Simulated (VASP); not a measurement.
Here is a VASP 6.6.1 calculation.

File POSCAR:

```
As
1.0
    1.8127513088     -5.4630861361      0.0000000000
    1.8127513088      5.4630861361      0.0000000000
    0.0000000000      0.0000000000      4.4399990961
As
4
Direct
    0.3900000000      0.6100000000      0.5600000000
    0.8900000000      0.1100000000      0.9400000000
    0.6100000000      0.3900000000      0.4400000000
    0.1100000000      0.8900000000      0.0600000000
```

File INCAR.step1:

```
SYSTEM = As
  PREC = Accurate
  ENCUT = 520
  ISMEAR = -1
  SIGMA = 0.05
  LREAL = .FALSE.
  LASPH = .TRUE.
  NELM = 100
  NBANDS = 18
  GGA = PE
  ALGO = Normal
  EDIFF = 1E-4
  LWAVE = .TRUE.
  LCHARG = .FALSE.
```

Contents of INCAR.step2:

```
SYSTEM = As
  PREC = Accurate
  ENCUT = 520
  EDIFF = 1E-7
  ISMEAR = -1
  SIGMA = 0.05
  LREAL = .FALSE.
  LASPH = .TRUE.
  NELM = 100
  ALGO = Normal
  ISIF = 2
  LWAVE = .FALSE.
  LCHARG = .FALSE.
  METAGGA = R2SCAN
  LMIXTAU = .TRUE.
  NBANDS = 18
  ISTART = 1
```

File KPOINTS:

```
regular mesh
0
G
  8 8 6
  0 0 0
```

Potentials or basis: VASP PAW PBE potentials, release 64 (As).

The run is started by

```console
$ cat potpaw_PBE.64/As/POTCAR > POTCAR
$ cp INCAR.step1 INCAR
$ mpirun -np 1 vasp_std > vasp.out
$ cp INCAR.step2 INCAR
$ mpirun -np 1 vasp_std > vasp.out
```

(1) What does it give for the largest force?

(2) Estimate the pressure.

Answers

(1) 0.224 eV/Å.

(2) 3.1 GPa.

Caveat: the PAW data sets were made with another functional, which shifts forces and pressure a little.
